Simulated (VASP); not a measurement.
# Co (Fm-3m) in VASP: a series of runs

Runs on Co. Level: PBE. Tasks: single point.

All numbers are computed with VASP 6.6.1; they aren't measurements. Logs are shortened: lines on timing, memory, paths and dates and some standing lists are left out, and cuts for length are marked.

**1. The cell of the first run**

The structure is cubic, space group Fm-3m (No. 225). Conventional cell: a = 3.599 Å, b = 3.599 Å, c = 3.599 Å, α = 90.00°, β = 90.00°, γ = 90.00°. Co (site symmetry m-3m) has 12 Co at 2.54 Å within 3.4 Å.

This isn't the form of Co at room conditions, which is hcp.

**2. Single point, PBE, collinear spin**

File INCAR:

```
SYSTEM = Co
  PREC = Accurate
  ENCUT = 520
  EDIFF = 1E-6
  ISMEAR = -1
  SIGMA = 0.05
  LREAL = .FALSE.
  LASPH = .TRUE.
  NELM = 150
  ALGO = Normal
  ISIF = 2
  LWAVE = .FALSE.
  LCHARG = .FALSE.
  ISPIN = 2
  MAGMOM = 0.09 0.09
  LORBIT = 11
  LMAXMIX = 4
  GGA = PE
  NBANDS = 20
```

File KPOINTS:

```
Automatic mesh
0
G
  12 12 6
  0 0 0
```

File POSCAR:

```
Co
1.0
    0.0000000000      1.7993500000      1.7993500000
    1.7993500000      0.0000000000      1.7993500000
    3.5987000000      3.5987000000      0.0000000000
Co
2
Direct
    0.0000000000      0.0000000000      0.0000000000
    0.0000000000      0.0000000000      0.5000000000
```

Potentials or basis: VASP PAW PBE potentials, release 64 (Co).

Launch:

```sh
> cat potpaw_PBE.64/Co/POTCAR > POTCAR
> mpirun -np 1 vasp_std > vasp.out
```

OUTCAR:

```text
SYSTEM = Co
   PREC = Accurate
   ENCUT = 520
   EDIFF = 1E-6
   ISMEAR = -1
   LREAL = .FALSE.
   LASPH = .TRUE.
   NELM = 150
   ISIF = 2
   ISPIN = 2
   LORBIT = 11
   GGA = PE

 ion  position               nearest neighbor table
   1  0.000  0.000  0.000-   2 2.54   2 2.54   2 2.54   2 2.54   2 2.54   2 2.54
   2  0.000  0.000  0.500-   1 2.54   1 2.54   1 2.54   1 2.54   1 2.54   1 2.54

  LATTYP: Found a trigonal (rhomboedric) cell.
 ALAT       =     4.4074893687
 COS(alpha) =     0.8333333333

  Lattice vectors:

 A1 = (   3.5987000000,   1.7993500000,  -1.7993500000)
 A2 = (   1.7993500000,   1.7993500000,  -3.5987000000)
 A3 = (   1.7993500000,   3.5987000000,  -1.7993500000)

Analysis of symmetry for initial positions (statically):
=====================================================================
 Subroutine PRICEL returns following result:

  LATTYP: Found a face centered cubic cell.
 ALAT       =     3.5987000000
[... 12 lines left out ...]
 Subroutine GETGRP returns: Found 12 space group operations
 (whereof 12 operations were pure point group operations)
 out of a pool of 12 trial point group operations.

The static configuration has the point symmetry D_3d.

Analysis of symmetry for dynamics (positions and initial velocities):
=====================================================================
 Subroutine PRICEL returns following result:

  LATTYP: Found a face centered cubic cell.
 ALAT       =     3.5987000000
[... 12 lines left out ...]
 Subroutine GETGRP returns: Found 12 space group operations
 (whereof 12 operations were pure point group operations)
 out of a pool of 12 trial point group operations.

The dynamic configuration has the point symmetry D_3d.

Analysis of structural, dynamic, and magnetic symmetry:
=====================================================================
 Subroutine PRICEL returns following result:

  LATTYP: Found a face centered cubic cell.
 ALAT       =     3.5987000000
[... 12 lines left out ...]
 Subroutine GETGRP returns: Found 12 space group operations
 (whereof 12 operations were pure point group operations)
 out of a pool of 12 trial point group operations.

The overall configuration has the point symmetry D_3d.

 Subroutine INISYM returns: Found 12 space group operations
 (whereof 12 operations are pure point group operations),
 and found     2 'primitive' translations

----------------------------------------------------------------------------------------

                                     Primitive cell

  volume of cell :      11.6514

  direct lattice vectors                    reciprocal lattice vectors
     0.000000000  1.799350000  1.799350000    -0.277878123  0.277878123  0.277878123
     1.799350000  0.000000000  1.799350000     0.277878123 -0.277878123  0.277878123
     1.799350000  1.799350000  0.000000000     0.277878123  0.277878123 -0.277878123

  length of vectors
     2.544665173  2.544665173  2.544665173     0.481299027  0.481299027  0.481299027

  position of ions in fractional coordinates (direct lattice)
     0.000000000  0.000000000  0.000000000

  ion indices of the primitive-cell ions
   primitive index   ion index
                 1           1

----------------------------------------------------------------------------------------

 KPOINTS: Automatic mesh

Automatic generation of k-mesh.
 Grid dimensions read from file:
 generate k-points for:   12   12    6

 Generating k-lattice:

  Cartesian coordinates                     Fractional coordinates (reciprocal lattice)
    -0.023156510  0.023156510  0.023156510     0.083333333  0.000000000  0.000000000
     0.023156510 -0.023156510  0.023156510     0.000000000  0.083333333  0.000000000
     0.023156510  0.023156510 -0.023156510     0.000000000  0.000000000  0.166666667

  Length of vectors
     0.040108252  0.040108252  0.040108252

  Shift w.r.t. Gamma in fractional coordinates (k-lattice)
     0.000000000  0.000000000  0.000000000

 -----------------------------------------------------------------------------
[... 16 lines left out ...]
 -----------------------------------------------------------------------------

 Subroutine IBZKPT returns following result:
 ===========================================

 Found     98 irreducible k-points:

 Following reciprocal coordinates:
            Coordinates               Weight
  0.000000  0.000000  0.000000      1.000000
  0.083333  0.000000  0.000000      6.000000
  0.166667  0.000000  0.000000      6.000000
  0.250000  0.000000  0.000000      6.000000
  0.333333  0.000000  0.000000      6.000000
  0.416667  0.000000  0.000000      6.000000
[... 16 lines left out ...]
  0.500000  0.166667  0.000000     12.000000
 -0.416667  0.166667  0.000000     12.000000
 [... further k-points ...]
   k-points           NKPTS =     98   k-points in BZ     NKDIM =     98   number of bands    NBANDS=     20
   number of dos      NEDOS =    301   number of ions     NIONS =      2
   total plane-waves  NPLWV =  16000
   dimension x,y,z NGX =    20 NGY =   20 NGZ =   40
   dimension x,y,z NGXF=    40 NGYF=   40 NGZF=   80
   ions per type =               2
   NGX,Y,Z   is equivalent  to a cutoff of  13.07, 13.07, 13.07 a.u.
   NGXF,Y,Z  is equivalent  to a cutoff of  26.13, 26.13, 26.13 a.u.
 SYSTEM =  Co
   PREC   = accura    normal or accurate (medium, high low for compatibility)
   ISTART =      0    job   : 0-new  1-cont  2-samecut
   ICHARG =      2    charge: 1-file 2-atom 10-const
   ISPIN  =      2    spin polarized calculation?
   LNONCOLLINEAR =      F non collinear calculations
   LSORBIT =      F    spin-orbit coupling
   LASPH  =      T    aspherical Exc in radial PAW
   ENCUT  =  520.0 eV  38.22 Ry    6.18 a.u.   4.73  4.73  9.46*2*pi/ulx,y,z
   NELM   =    150;   NELMIN=  2; NELMDL= -5     # of ELM steps
   EDIFF  = 0.1E-05   stopping-criterion for ELM
   LREAL  =      F    real-space projection
   EDIFFG = 0.1E-04   stopping-criterion for IOM
   NSW    =      0    number of steps for IOM
   IBRION =     -1    ionic relax: 0-MD 1-quasi-New 2-CG
   NFREE  =      0    steps in history (QN), initial steepest desc. (CG)
   ISIF   =      2    stress and relaxation
   ISYM   =      2    0-nonsym 1-usesym 2-fastsym
   POTIM  = 0.5000    time-step for ionic-motion
   TEBEG  =    0.0;   TEEND  =   0.0 temperature during run
   PSTRESS=    0.0 pullay stress
   NELECT =      18.0000    total number of electrons
   NUPDOWN=      -1.0000    fix difference up-down
   EMIN   =  10.00;   EMAX   =-10.00  energy-range for DOS
   EFERMI =   0.00;   METHOD = LEGACY
   ISMEAR =    -1;   SIGMA  =   0.05  broadening in eV -4-tet -1-fermi 0-gaus
   EFERMI_NEDOS =   21; number of points for ismear=-14 and -15
   IALGO  =     38    algorithm
   IMIX   =      4    mixing-type and parameters
     AMIX     =   0.40;   BMIX     =  1.00
     AMIX_MAG =   1.60;   BMIX_MAG =  1.00
  volume/ion in A,a.u.               =      11.65        78.63
  Fermi-wavevector in a.u.,A,eV,Ry     =   1.502093  2.838543 30.698580  2.256282
  Thomas-Fermi vector in A             =   2.613378
   LORBIT       =     11    0 simple, 1 ext, 2 COOP (PROOUT), +10 PAW based schemes
   GGA     = PE    functional components
   LHFCALC =     F    Hartree Fock is set to
   AEXX    =    0.0000 exact exchange contribution
   IVDW    =     0    specifies the selected vdW correction
   LEPSILON=     F    determine dielectric tensor
   LRPA    =     F    only Hartree local field effects (RPA)
 spin polarized calculation
  energy-cutoff  :      520.00
  volume of cell :       23.30
 maximum number of plane-waves:       663
   NGX =  9   NGY =  9   NGZ = 19

 number of electron      18.0000010 magnetization       0.0220565

 number of electron      18.0000010 magnetization      -0.0028817

 Free energy of the ion-electron system (eV)
  ---------------------------------------------------
  ext. energy  EPLUGINS =         0.00000000
  ---------------------------------------------------
  free energy    TOTEN  =       -13.47291034 eV

  energy without entropy =      -13.43299793  energy(sigma->0) =      -13.45295413

 E-fermi :   9.0570     XC(G=0): -13.0074

 val. band max:        9.0480558471   @ k =   0.3333   0.0000   0.1667
 cond. band min:       9.0615544071   @ k =   0.3333   0.0000   0.3333
 fundamental gap:      0.0134985600
 Fermi energy:         9.0570123713

 spin component 1

 k-point     1 :       0.0000    0.0000    0.0000
  band No.  band energies     occupation
      1       0.7695      1.00000
      2       4.9022      1.00000
      3       7.4131      1.00000
      4       7.4131      1.00000
      5       7.4620      1.00000
      6       7.4620      1.00000
[... 541 lines left out ...]
     19      31.0791      0.00000
     20      31.5493      0.00000

 [... further k-points ...]

 spin component 2

 k-point     1 :       0.0000    0.0000    0.0000
  band No.  band energies     occupation
      1       0.7696      1.00000
      2       4.9015      1.00000
      3       7.4115      1.00000
      4       7.4115      1.00000
      5       7.4607      1.00000
      6       7.4607      1.00000
[... 541 lines left out ...]
     19      31.0792      0.00000
     20      31.5492      0.00000

 [... further k-points ...]

------------------------ aborting loop because EDIFF is reached ----------------------------------------

  FORCE on cell =-STRESS in cart. coord.  units (eV):
  Direction    XX          YY          ZZ          XY          YZ          ZX
  --------------------------------------------------------------------------------------
  -------------------------------------------------------------------------------------
  Total       -3.4236693     -3.4236693     -3.4236693     -0.0000016      0.0000016      0.0000016
  in kB     -235.3940371   -235.3940371   -235.3940371     -0.0001111      0.0001111      0.0001111
  external PRESSURE =    -235.3940371 kB  Pullay stress =       0.0000000 kB

 VOLUME and BASIS-vectors are now :
 -----------------------------------------------------------------------------
  energy-cutoff  :      520.00
  volume of cell :       23.30
      direct lattice vectors                 reciprocal lattice vectors
     0.000000000  1.799350000  1.799350000    -0.277878123  0.277878123  0.277878123
     1.799350000  0.000000000  1.799350000     0.277878123 -0.277878123  0.277878123
     3.598700000  3.598700000  0.000000000     0.138939061  0.138939061 -0.138939061

 POSITION                                       TOTAL-FORCE (eV/Angst)
 -----------------------------------------------------------------------------------
      0.00000      0.00000      0.00000        -0.000000      0.000000      0.000000
      1.79935      1.79935      0.00000         0.000000     -0.000000     -0.000000
 -----------------------------------------------------------------------------------
    total drift:                               -0.000000     -0.000000      0.000000

  FREE ENERGIE OF THE ION-ELECTRON SYSTEM (eV)
  ---------------------------------------------------
  free  energy   TOTEN  =       -13.4729103435 eV

  energy  without entropy=      -13.4329979260  energy(sigma->0) =      -13.45295413

 total charge

# of ion       s       p       d       tot
------------------------------------------
    1        0.454   0.453   7.237   8.144
    2        0.454   0.453   7.237   8.144
--------------------------------------------------
tot          0.908   0.905  14.474  16.287

 magnetization (x)

# of ion       s       p       d       tot
------------------------------------------
    1        0.000   0.000  -0.002  -0.002
    2        0.000   0.000  -0.002  -0.002
--------------------------------------------------
tot          0.000   0.000  -0.004  -0.004
```

It took 52 s on 1 thread of Intel Xeon 6975P-C (Granite Rapids), shared host; peak memory 0.19 GiB.

What came out:

| Property | Result |
| --- | --- |
| Free energy | -13.4729 eV |
| Pressure | -23.5 GPa |
| Band gap on the k mesh | zero (filled and empty bands overlap) |
| Net moment | 0.00 μB per cell |
| Valence electrons inside the program's atomic spheres | Co 8.14 |

Caveat: the cell stands under tension.

**3. Single point, PBE, collinear spin, ferromagnetic start**

File INCAR:

```
PREC = Accurate
ENCUT = 520
EDIFF = 1E-6
ISMEAR = -1
SIGMA = 0.05
LREAL = F
LASPH = T
NELM = 150
ALGO = Normal
ISIF = 2
LWAVE = F
LCHARG = F
ISPIN = 2
MAGMOM = 1.95 1.95
LORBIT = 11
LMAXMIX = 4
GGA = PE
NBANDS = 20
```

File KPOINTS:

```
regular mesh
0
Gamma
  12 12 6
```

POSCAR is that of step 2.

Potentials or basis: VASP PAW PBE potentials, release 64 (Co).

Launch:

```sh
> cat potpaw_PBE.64/Co/POTCAR > POTCAR
> mpirun -np 1 vasp_std > vasp.out
```

It took 44 s on 1 thread of Intel Xeon 6975P-C (Granite Rapids), shared host; peak memory 0.2 GiB.

Results (log left out):

| Quantity | Value |
| --- | --- |
| Free energy | -13.9893 eV |
| Pressure | -11.7 GPa |
| Net moment | 3.43 μB per cell |
| Site moments | Co +1.75 μB |
| Valence electrons inside the program's atomic spheres | Co 8.14 |

Levels at points of the mesh, in eV from the Fermi level:
Spin up:
```tsv
k point	band 7	band 8	band 9	band 10	band 11	band 12	band 13	band 14	band 15	band 16
(0.00, 0.00, 0.00)	-2.66	-1.78	-1.78	-0.95	-0.95	-0.26	5.49	21.02	22.43	23.60
(0.50, 0.00, 0.00)	-0.95	-0.95	-0.69	-0.69	-0.26	2.38	5.49	8.82	14.15	14.15
(0.00, 0.00, 0.50)	-2.52	-2.52	-1.62	-1.62	-1.62	-1.62	13.86	13.86	22.56	22.56
(0.50, 0.00, 0.50)	-1.96	-1.96	-0.88	-0.88	2.08	2.08	8.15	8.15	13.95	13.95
```
Spin down:
| k point | band 4 | band 5 | band 6 | band 7 | band 8 | band 9 | band 10 | band 11 |
| --- | --- | --- | --- | --- | --- | --- | --- | --- |
| (0.00, 0.00, 0.00) | -1.03 | -1.03 | -1.01 | -1.01 | -0.32 | 0.33 | 0.33 | 1.05 |
| (0.50, 0.00, 0.00) | -1.01 | -1.01 | -0.32 | 1.05 | 1.05 | 1.13 | 1.18 | 1.18 |
| (0.00, 0.00, 0.50) | -1.54 | -0.77 | -0.77 | -0.77 | -0.77 | 0.39 | 0.39 | 0.39 |
| (0.50, 0.00, 0.50) | -2.41 | -1.21 | -1.21 | -0.05 | -0.05 | 1.10 | 1.10 | 3.11 |

Caveat: the cell stands under tension.

**4. Single point, PBE, collinear spin**

File INCAR:

```
  PREC = Accurate
  ENCUT = 520
  EDIFF = 1E-6
  ISMEAR = -1
  SIGMA = 0.05
  LREAL = False
  LASPH = True
  NELM = 150
  ALGO = Normal
  ISIF = 2
  LWAVE = False
  LCHARG = True
  ISPIN = 2
  MAGMOM = 0 3
  LORBIT = 11
  LMAXMIX = 4
  GGA = PE
  LELF = True
  LVHAR = True
  NBANDS = 20
```

File KPOINTS:

```
Automatic mesh
0
Gamma
  12 12 6
```

POSCAR is that of step 3.

Launch:

```sh
> cat potpaw_PBE.64/Co/POTCAR > POTCAR
> mpirun -np 1 vasp_std > vasp.out
```

Run time: 62 s. Hardware: 1 thread of Intel Xeon 6975P-C (Granite Rapids), shared host; peak memory 0.19 GiB.

It converged, with:

```
Free energy                                           : -13.9893 eV
Pressure                                              : -11.7 GPa
Net moment                                            : 3.43 μB per cell
Site moments                                          : Co +1.75 μB
Valence electrons inside the program's atomic spheres : Co 8.14
```

Levels at points of the mesh, in eV from the Fermi level:
Spin up:
```csv
k point,band 8,band 9,band 10,band 11,band 12,band 13,band 14,band 15
"(0.00, 0.00, 0.00)",-1.78,-1.78,-0.95,-0.95,-0.26,5.49,21.02,22.43
"(0.50, 0.00, 0.00)",-0.95,-0.69,-0.69,-0.26,2.38,5.49,8.82,14.15
"(0.00, 0.00, 0.50)",-2.52,-1.62,-1.62,-1.62,-1.62,13.86,13.86,22.56
"(0.50, 0.00, 0.50)",-1.96,-0.88,-0.88,2.08,2.08,8.15,8.15,13.95
```
Spin down:
```tsv
k point	band 3	band 4	band 5	band 6	band 7	band 8	band 9	band 10	band 11	band 12
(0.00, 0.00, 0.00)	-1.03	-1.03	-1.03	-1.01	-1.01	-0.32	0.33	0.33	1.05	1.05
(0.50, 0.00, 0.00)	-3.07	-1.01	-1.01	-0.32	1.05	1.05	1.13	1.18	1.18	2.37
(0.00, 0.00, 0.50)	-1.54	-1.54	-0.77	-0.77	-0.77	-0.77	0.39	0.39	0.39	0.39
(0.50, 0.00, 0.50)	-2.41	-2.41	-1.21	-1.21	-0.05	-0.05	1.10	1.10	3.11	3.11
```

Caveat: the cell stands under tension.
